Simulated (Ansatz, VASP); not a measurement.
# SiC2: VASP beside Ansatz

```
Si C
1.0
     2.70481    0.00000    0.00000
    -1.35240    2.34243    0.00000
     0.00000    0.00000    7.86368
Si C
2 4
Direct
  0.66667 0.33333 0.34593
  0.66667 0.33333 0.65407
  0.33333 0.66667 0.87549
  0.33333 0.66667 0.12451
  0.33333 0.66667 0.50000
  0.66667 0.33333 0.00000
```

Alike in both runs: functional PBE; k mesh 18 × 18 × 6; occupations gaussian, width 0.1 eV; no spin polarisation.

Ansatz relaxed the structure, and its values are those at the end. VASP's run is a single point on that final structure, the one shown.

|  | VASP | Ansatz |
| --- | --- | --- |
| version | VASP 6.6.1 | Ansatz 0.2.0 |
| potentials or method | VASP PAW PBE potentials, release 64 (Si, C), cutoff 520 eV | scalar-relativistic, plane waves, PAW |
| valence electrons in the cell | 24 | 24 |

|  | VASP | Ansatz | Ansatz less VASP |
| --- | --- | --- | --- |
| gap on the k mesh at the Fermi level (eV) | none | none | - |
| pressure (GPa) | 0.1 | 0.0 | -0.12 |
| rms of the force components (eV/Å) | 0.004 | 0.000 | -0.0039 |

A gap of «none» marks a metal or a gap that the smearing closes.
